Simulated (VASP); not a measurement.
# CsH (I4/mmm) in VASP: notebook

CsH is run at these levels: LDA; tasks: single point.

Everything below comes from runs of VASP 6.6.1. Logs are shortened: lines on timing, memory, paths and dates and some standing lists are left out, and cuts for length are marked.

## Step 1: The cell of the first run

Symmetry: I4/mmm, No. 139, tetragonal system. The conventional cell has a = 4.380 Å, b = 4.380 Å, c = 5.736 Å, α = 90.00°, β = 90.00°, γ = 90.00°. Cs (site symmetry 4/mmm) has 6 H at 2.87 to 3.10 Å within 3.8 Å. Within 3.8 Å of H (site symmetry 4/mmm) lie 6 Cs at 2.87 to 3.10 Å.

## Step 2: Single point, LDA (uniaxial strain along c: -6.0 %)

INCAR reads:

```
SYSTEM = CsH
PREC     = Accurate       ! precision mode
ENCUT    = 520            ! plane-wave cutoff, eV
EDIFF    = 1E-7           ! SCF threshold, eV
ISMEAR   = 0              ! smearing method
SIGMA    = 0.02           ! smearing width, eV
LREAL    = .False.        ! projectors in reciprocal space
LASPH    = .True.         ! aspherical terms in the spheres
NELM     = 80             ! most SCF steps
ALGO     = Normal         ! electronic algorithm
ISIF     = 2              ! what is computed and relaxed
LWAVE    = .False.        ! write WAVECAR
LCHARG   = .True.         ! write CHGCAR
GGA      = CA             ! functional
LELF     = .True.         ! ELF
LVHAR    = .True.       
NBANDS   = 18             ! bands
```

KPOINTS reads:

```
Automatic mesh
0
Gamma
  6 6 6
  0 0 0
```

POSCAR reads:

```
CsH
1.0
    3.0968850045      3.0968850045      0.0000000000
   -3.0968850045      3.0968850045      0.0000000000
    0.0000000000      0.0000000000      5.7361022743
Cs H
2 2
Direct
    0.0000000000      0.0000000000      0.0000000000
    0.5000000000      0.5000000000      0.5000000000
    0.5000000000      0.5000000000      0.0000000000
    0.0000000000      0.0000000000      0.5000000000
```

Potentials or basis: VASP PAW LDA potentials, release 64 (Cs_sv, H).

Started as:

```bash
$ cat potpaw_LDA.64/Cs_sv/POTCAR potpaw_LDA.64/H/POTCAR > POTCAR
$ mpirun -np 1 vasp_std > vasp.out
```

OUTCAR:

```text
SYSTEM = CsH
   PREC = Accurate
   ENCUT = 520
   EDIFF = 1E-7
   ISMEAR = 0
   LREAL = .False.
   LASPH = .True.
   NELM = 80
   ISIF = 2
   GGA = CA

 ion  position               nearest neighbor table
   1  0.000  0.000  0.000-
   2  0.500  0.500  0.500-
   3  0.500  0.500  0.000-
   4  0.000  0.000  0.500-

  LATTYP: Found a simple tetragonal cell.
 ALAT       =     4.3796567745
 C/A-ratio  =     1.3097150233

  Lattice vectors:

 A1 = (   3.0968850045,   3.0968850045,   0.0000000000)
 A2 = (  -3.0968850045,   3.0968850045,   0.0000000000)
 A3 = (   0.0000000000,   0.0000000000,   5.7361022743)

Analysis of symmetry for initial positions (statically):
=====================================================================
 Subroutine PRICEL returns following result:

  LATTYP: Found a body centered tetragonal cell.
 ALAT       =     4.3796567745
 C/A-ratio  =     1.3097150233

  Lattice vectors:

 A1 = (   0.0000000000,  -3.0968850045,  -2.8680511371)
 A2 = (   0.0000000000,   3.0968850045,  -2.8680511372)
 A3 = (   3.0968850045,   0.0000000000,   2.8680511372)

   2 primitive cells build up your supercell.

 Routine SETGRP: Setting up the symmetry group for a
 simple tetragonal supercell.

 Subroutine GETGRP returns: Found 16 space group operations
 (whereof 16 operations were pure point group operations)
 out of a pool of 16 trial point group operations.

The static configuration has the point symmetry D_4h.

Analysis of symmetry for dynamics (positions and initial velocities):
=====================================================================
 Subroutine PRICEL returns following result:

  LATTYP: Found a body centered tetragonal cell.
 ALAT       =     4.3796567745
 C/A-ratio  =     1.3097150233

  Lattice vectors:

 A1 = (   0.0000000000,  -3.0968850045,  -2.8680511371)
 A2 = (   0.0000000000,   3.0968850045,  -2.8680511372)
 A3 = (   3.0968850045,   0.0000000000,   2.8680511372)

   2 primitive cells build up your supercell.

 Routine SETGRP: Setting up the symmetry group for a
 simple tetragonal supercell.

 Subroutine GETGRP returns: Found 16 space group operations
 (whereof 16 operations were pure point group operations)
 out of a pool of 16 trial point group operations.

The dynamic configuration has the point symmetry D_4h.

 Subroutine INISYM returns: Found 16 space group operations
 (whereof 16 operations are pure point group operations),
 and found     2 'primitive' translations

----------------------------------------------------------------------------------------

                                     Primitive cell

  volume of cell :      55.0132

  direct lattice vectors                    reciprocal lattice vectors
     0.000000000 -3.096885004 -2.868051137     0.161452556 -0.161452556 -0.174334409
     0.000000000  3.096885004 -2.868051137     0.161452556  0.161452556 -0.174334409
     3.096885004  0.000000000  2.868051137     0.322905112  0.000000000  0.000000000

  length of vectors
     4.220949426  4.220949426  4.220949426     0.287273984  0.287273984  0.322905112

  position of ions in fractional coordinates (direct lattice)
     0.000000000  0.000000000  0.000000000
     0.500000000  0.500000000  0.000000000

  ion indices of the primitive-cell ions
   primitive index   ion index
                 1           1
                 2           4

----------------------------------------------------------------------------------------

 KPOINTS: Automatic mesh

Automatic generation of k-mesh.
 Grid dimensions read from file:
 generate k-points for:    6    6    6

 Generating k-lattice:

  Cartesian coordinates                     Fractional coordinates (reciprocal lattice)
     0.026908759  0.026908759  0.000000000     0.166666667  0.000000000  0.000000000
    -0.026908759  0.026908759  0.000000000     0.000000000  0.166666667  0.000000000
     0.000000000  0.000000000  0.029055735     0.000000000  0.000000000  0.166666667

  Length of vectors
     0.038054732  0.038054732  0.029055735

  Shift w.r.t. Gamma in fractional coordinates (k-lattice)
     0.000000000  0.000000000  0.000000000

 Subroutine IBZKPT returns following result:
 ===========================================

 Found     40 irreducible k-points:

 Following reciprocal coordinates:
            Coordinates               Weight
  0.000000  0.000000  0.000000      1.000000
  0.166667  0.000000  0.000000      4.000000
  0.333333  0.000000  0.000000      4.000000
  0.500000  0.000000  0.000000      2.000000
  0.166667  0.166667  0.000000      4.000000
  0.333333  0.166667  0.000000      8.000000
[... 16 lines left out ...]
  0.333333  0.000000  0.333333      8.000000
  0.500000  0.000000  0.333333      4.000000
 [... further k-points ...]
   k-points           NKPTS =     40   k-points in BZ     NKDIM =     40   number of bands    NBANDS=     18
   number of dos      NEDOS =    301   number of ions     NIONS =      4
   total plane-waves  NPLWV =  62208
   dimension x,y,z NGX =    36 NGY =   36 NGZ =   48
   dimension x,y,z NGXF=    72 NGYF=   72 NGZF=   96
   ions per type =               2   2
   NGX,Y,Z   is equivalent  to a cutoff of  13.67, 13.67, 13.91 a.u.
   NGXF,Y,Z  is equivalent  to a cutoff of  27.33, 27.33, 27.82 a.u.
 SYSTEM =  CsH
   PREC   = accura    normal or accurate (medium, high low for compatibility)
   ISTART =      0    job   : 0-new  1-cont  2-samecut
   ICHARG =      2    charge: 1-file 2-atom 10-const
   ISPIN  =      1    spin polarized calculation?
   LNONCOLLINEAR =      F non collinear calculations
   LSORBIT =      F    spin-orbit coupling
   LASPH  =      T    aspherical Exc in radial PAW
   ENCUT  =  520.0 eV  38.22 Ry    6.18 a.u.   8.14  8.14 10.67*2*pi/ulx,y,z
   NELM   =     80;   NELMIN=  2; NELMDL= -5     # of ELM steps
   EDIFF  = 0.1E-06   stopping-criterion for ELM
   LREAL  =      F    real-space projection
   EDIFFG = 0.1E-05   stopping-criterion for IOM
   NSW    =      0    number of steps for IOM
   IBRION =     -1    ionic relax: 0-MD 1-quasi-New 2-CG
   NFREE  =      0    steps in history (QN), initial steepest desc. (CG)
   ISIF   =      2    stress and relaxation
   ISYM   =      2    0-nonsym 1-usesym 2-fastsym
   POTIM  = 0.5000    time-step for ionic-motion
   TEBEG  =    0.0;   TEEND  =   0.0 temperature during run
   PSTRESS=    0.0 pullay stress
   NELECT =      20.0000    total number of electrons
   NUPDOWN=      -1.0000    fix difference up-down
   EMIN   =  10.00;   EMAX   =-10.00  energy-range for DOS
   EFERMI =   0.00;   METHOD = LEGACY
   ISMEAR =     0;   SIGMA  =   0.02  broadening in eV -4-tet -1-fermi 0-gaus
   EFERMI_NEDOS =   21; number of points for ismear=-14 and -15
   IALGO  =     38    algorithm
   IMIX   =      4    mixing-type and parameters
     AMIX     =   0.40;   BMIX     =  1.00
     AMIX_MAG =   1.60;   BMIX_MAG =  1.00
  volume/ion in A,a.u.               =      27.51       185.62
  Fermi-wavevector in a.u.,A,eV,Ry     =   0.927369  1.752473 11.701186  0.860013
  Thomas-Fermi vector in A             =   2.053431
   LORBIT       =      0    0 simple, 1 ext, 2 COOP (PROOUT), +10 PAW based schemes
   GGA     = CA    functional components
   LHFCALC =     F    Hartree Fock is set to
   AEXX    =    0.0000 exact exchange contribution
   IVDW    =     0    specifies the selected vdW correction
   LEPSILON=     F    determine dielectric tensor
   LRPA    =     F    only Hartree local field effects (RPA)
 non-spin polarized calculation
 Gauss-broadening in eV      SIGMA  =   0.02
  energy-cutoff  :      520.00
  volume of cell :      110.03
 maximum number of plane-waves:      3000
 NGX is ok and might be reduce to    36
   NGX = 17   NGY = 17   NGZ = 21

 number of electron      20.0000001 magnetization

 Free energy of the ion-electron system (eV)
  ---------------------------------------------------
  ext. energy  EPLUGINS =         0.00000000
  ---------------------------------------------------
  free energy    TOTEN  =        -9.78568093 eV

  energy without entropy =       -9.78568093  energy(sigma->0) =       -9.78568093

 E-fermi :   1.0786     XC(G=0):  -8.1313

 val. band max:        0.9811415693   @ k =   0.5000   0.0000   0.5000
 cond. band min:       2.6009047366   @ k =   0.5000   0.0000   0.5000
 fundamental gap:      1.6197631673
 Fermi energy:         1.0786285834

 k-point     1 :       0.0000    0.0000    0.0000
  band No.  band energies     occupation
      1     -20.6688      2.00000
      2     -20.4405      2.00000
      3      -7.9879      2.00000
      4      -7.4511      2.00000
      5      -7.4511      2.00000
      6      -6.9208      2.00000
[... 10 lines left out ...]
     17       7.4876      0.00000
     18       9.0290      0.00000

 k-point     2 :       0.1667    0.0000    0.0000
  band No.  band energies     occupation
      1     -20.6445      2.00000
      2     -20.4460      2.00000
      3      -7.9085      2.00000
      4      -7.5868      2.00000
      5      -7.4041      2.00000
      6      -7.1492      2.00000
[... 10 lines left out ...]
     17       6.8550      0.00000
     18       7.7932      0.00000

 k-point     3 :       0.3333    0.0000    0.0000
  band No.  band energies     occupation
      1     -20.5840      2.00000
      2     -20.4686      2.00000
      3      -7.8114      2.00000
      4      -7.6920      2.00000
      5      -7.5770      2.00000
      6      -7.2825      2.00000
[... 10 lines left out ...]
     17       6.5930      0.00000
     18       7.9276      0.00000

 k-point     4 :       0.5000    0.0000    0.0000
  band No.  band energies     occupation
      1     -20.5168      2.00000
      2     -20.5168      2.00000
      3      -7.8425      2.00000
      4      -7.8425      2.00000
      5      -7.4001      2.00000
      6      -7.4001      2.00000
[... 375 lines left out ...]
      4      -7.5750      2.00000
      5      -7.3031      2.00000
      6      -7.2930      2.00000
[... 10 lines left out ...]
     17       7.0216      0.00000
     18       7.2996      0.00000

 k-point    23 :       0.3333    0.0000    0.3333
  band No.  band energies     occupation
      1     -20.5537      2.00000
      2     -20.4960      2.00000
      3      -8.1356      2.00000
      4      -7.9764      2.00000
      5      -7.2139      2.00000
      6      -7.1945      2.00000
[... 10 lines left out ...]
     17       7.2898      0.00000
     18       7.7407      0.00000

 k-point    24 :       0.5000    0.0000    0.3333
  band No.  band energies     occupation
      1     -20.5148      2.00000
      2     -20.5148      2.00000
      3      -8.1930      2.00000
      4      -8.1930      2.00000
      5      -7.1306      2.00000
      6      -7.1306      2.00000
[... 10 lines left out ...]
     17       8.3427      0.00000
     18       8.3427      0.00000

 [... further k-points ...]

------------------------ aborting loop because EDIFF is reached ----------------------------------------

  FORCE on cell =-STRESS in cart. coord.  units (eV):
  Direction    XX          YY          ZZ          XY          YZ          ZX
  --------------------------------------------------------------------------------------
  -------------------------------------------------------------------------------------
  Total       -0.2793067     -0.2793067      1.9562838      0.0000000      0.0000000     -0.0000000
  in kB       -4.0671938     -4.0671938     28.4869137      0.0000000      0.0000000     -0.0000000
  external PRESSURE =       6.7841754 kB  Pullay stress =       0.0000000 kB

 VOLUME and BASIS-vectors are now :
 -----------------------------------------------------------------------------
  energy-cutoff  :      520.00
  volume of cell :      110.03
      direct lattice vectors                 reciprocal lattice vectors
     3.096885004  3.096885004  0.000000000     0.161452556  0.161452556  0.000000000
    -3.096885004  3.096885004  0.000000000    -0.161452556  0.161452556  0.000000000
     0.000000000  0.000000000  5.736102274     0.000000000  0.000000000  0.174334409

 POSITION                                       TOTAL-FORCE (eV/Angst)
 -----------------------------------------------------------------------------------
      0.00000      0.00000      0.00000        -0.000000      0.000000      0.000000
      0.00000      3.09689      2.86805         0.000000      0.000000     -0.000000
      0.00000      3.09689      0.00000         0.000000     -0.000000      0.000000
      0.00000      0.00000      2.86805        -0.000000     -0.000000      0.000000
 -----------------------------------------------------------------------------------
    total drift:                               -0.000000      0.000000      0.000000

  FREE ENERGIE OF THE ION-ELECTRON SYSTEM (eV)
  ---------------------------------------------------
  free  energy   TOTEN  =        -9.7856809331 eV

  energy  without entropy=       -9.7856809331  energy(sigma->0) =       -9.78568093
```

Wall time 2.2 min (1 thread of Intel Xeon 8259CL, shared host); peak memory 0.23 GiB.

What came out:

* Free energy: -9.7857 eV
* Pressure: 0.7 GPa
* Band gap on the k mesh: 1.62 eV

Stress tensor (GPa, compression positive):
```
-0.41  0.00  0.00
 0.00 -0.41  0.00
 0.00  0.00  2.85
```

Levels at points of the mesh, in eV from the valence-band top:
| k point | band 6 | band 7 | band 8 | band 9 | band 10 | band 11 | band 12 | band 13 | band 14 | band 15 |
| --- | --- | --- | --- | --- | --- | --- | --- | --- | --- | --- |
| (0.00, 0.00, 0.00) | -7.90 | -7.90 | -7.84 | -2.29 | -1.84 | 2.23 | 4.76 | 4.76 | 5.18 | 5.73 |
| (0.50, 0.00, 0.00) | -8.38 | -8.12 | -8.12 | -0.84 | -0.84 | 2.76 | 2.76 | 4.06 | 4.06 | 5.05 |
| (0.50, 0.50, 0.00) | -8.30 | -8.22 | -8.22 | -1.80 | -1.80 | 2.51 | 2.51 | 5.67 | 5.67 | 7.98 |
| (0.00, 0.00, 0.50) | -8.18 | -8.18 | -8.18 | -1.13 | -1.13 | 3.24 | 3.24 | 4.48 | 4.48 | 5.72 |
| (0.50, 0.00, 0.50) | -8.11 | -7.95 | -7.95 | 0.00 | 0.00 | 1.62 | 1.62 | 4.06 | 4.06 | 4.73 |
| (0.50, 0.50, 0.50) | -8.67 | -8.45 | -8.45 | -0.90 | -0.90 | 3.87 | 3.87 | 3.87 | 3.87 | 5.35 |

Caveat: the cell differs from its parent crystal (uniaxial strain along c: -6.0 %); spin-orbit coupling is left out, which moves the levels of the heavy elements.

## Step 3: Single point, LDA (uniaxial strain along c: -4.0 %)

INCAR reads:

```
PREC = Accurate
ENCUT = 520
EDIFF = 1E-7
ISMEAR = 0
SIGMA = 0.02
LREAL = F
LASPH = T
NELM = 60
ALGO = Normal
ISIF = 2
LWAVE = F
LCHARG = F
GGA = CA
NBANDS = 18
```

KPOINTS reads:

```
Automatic mesh
0
Gamma
  6 6 6
```

POSCAR reads:

```
CsH
1.0
    3.0816294133      3.0816294133      0.0000000000
   -3.0816294133      3.0816294133      0.0000000000
    0.0000000000      0.0000000000      5.8581470035
Cs H
2 2
Direct
    0.0000000000      0.0000000000      0.0000000000
    0.5000000000      0.5000000000      0.5000000000
    0.5000000000      0.5000000000      0.0000000000
    0.0000000000      0.0000000000      0.5000000000
```

Potentials or basis: VASP PAW LDA potentials, release 64 (Cs_sv, H).

Started as:

```bash
$ cat potpaw_LDA.64/Cs_sv/POTCAR potpaw_LDA.64/H/POTCAR > POTCAR
$ mpirun -np 1 vasp_std > vasp.out
```

It took 83 s on 1 thread of Intel Xeon 8259CL, shared host; peak memory 0.22 GiB.

The run converged. Its results:

- Free energy: -9.8212 eV
- Pressure: 0.4 GPa
- Band gap on the k mesh: 1.67 eV

Stress tensor (GPa, compression positive):
```
-0.27  0.00  0.00
 0.00 -0.27  0.00
 0.00  0.00  1.71
```

Levels at points of the mesh, in eV from the valence-band top:
| k point | band 7 | band 8 | band 9 | band 10 | band 11 | band 12 | band 13 | band 14 |
| --- | --- | --- | --- | --- | --- | --- | --- | --- |
| (0.00, 0.00, 0.00) | -7.88 | -7.83 | -2.24 | -1.76 | 2.34 | 4.82 | 4.82 | 5.10 |
| (0.50, 0.00, 0.00) | -8.06 | -8.06 | -0.73 | -0.73 | 2.81 | 2.81 | 4.00 | 4.00 |
| (0.50, 0.50, 0.00) | -8.22 | -8.22 | -1.74 | -1.74 | 2.52 | 2.52 | 5.74 | 5.74 |
| (0.00, 0.00, 0.50) | -8.13 | -8.13 | -1.18 | -1.18 | 3.30 | 3.30 | 4.38 | 4.38 |
| (0.50, 0.00, 0.50) | -7.95 | -7.95 | 0.00 | 0.00 | 1.67 | 1.67 | 4.20 | 4.20 |
| (0.50, 0.50, 0.50) | -8.40 | -8.40 | -0.95 | -0.95 | 3.90 | 3.90 | 3.90 | 3.90 |

Caveat: the cell differs from its parent crystal (uniaxial strain along c: -4.0 %); spin-orbit coupling is left out, which moves the levels of the heavy elements. A k mesh can miss the band edges.
